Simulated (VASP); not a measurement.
Wanted: the native input for a VASP 6.6.1 run.

```
Task                   : single point
Functional             : LDA
Potentials or basis    : VASP PAW LDA potentials, release 64 (Sn_d, C)
Cutoff                 : 520 eV
k mesh                 : 12 × 12 × 12
Occupations            : gaussian, width 0.01 eV
Spin                   : no spin polarisation
Dipole correction      : no
Further INCAR settings : ALGO = Normal; EDIFF = 1e-06; NBANDS = 18
```

The structure of SnC2 lies in POSCAR:

```
SnC2
1.0
   -1.9709357220      1.9709357220      3.2327854740
    1.9709357220     -1.9709357220      3.2327854740
    1.9709357220      1.9709357220     -3.2327854740
Sn C
1 2
Direct
    0.0000000000      0.0000000000      0.0000000000
    0.5975419773      0.5975419773      0.0000000000
    0.4024580227      0.4024580227      0.0000000000
```

The input as run:

INCAR

```
SYSTEM = SnC2
ALGO = Normal
EDIFF = 1E-6
ENCUT = 520
GGA = CA
ISIF = 2
ISMEAR = 0
LASPH = .True.
LCHARG = .False.
LREAL = .False.
LWAVE = .False.
NBANDS = 18
NELM = 100
PREC = Accurate
SIGMA = 0.01
```

KPOINTS

```
k-points
0
Gamma
  12 12 12
  0 0 0
```

Potentials or basis: VASP PAW LDA potentials, release 64 (Sn_d, C).

Launch:

```console
$ cat potpaw_LDA.64/Sn_d/POTCAR potpaw_LDA.64/C/POTCAR > POTCAR
$ mpirun -np 1 vasp_std > vasp.out
```

Results of the run:

- Pressure: 0.2 GPa
- Largest force: 0.093 eV/Å
- Band gap on the k mesh: 0.23 eV, indirect (least direct gap 1.01 eV)

Caveat: spin-orbit coupling is left out, which moves the levels of the heavy elements.

Wall time 73 s on 1 thread of AMD EPYC 9R45 96-Core Processor (Zen 5), on a shared host, peak memory 0.22 GiB.
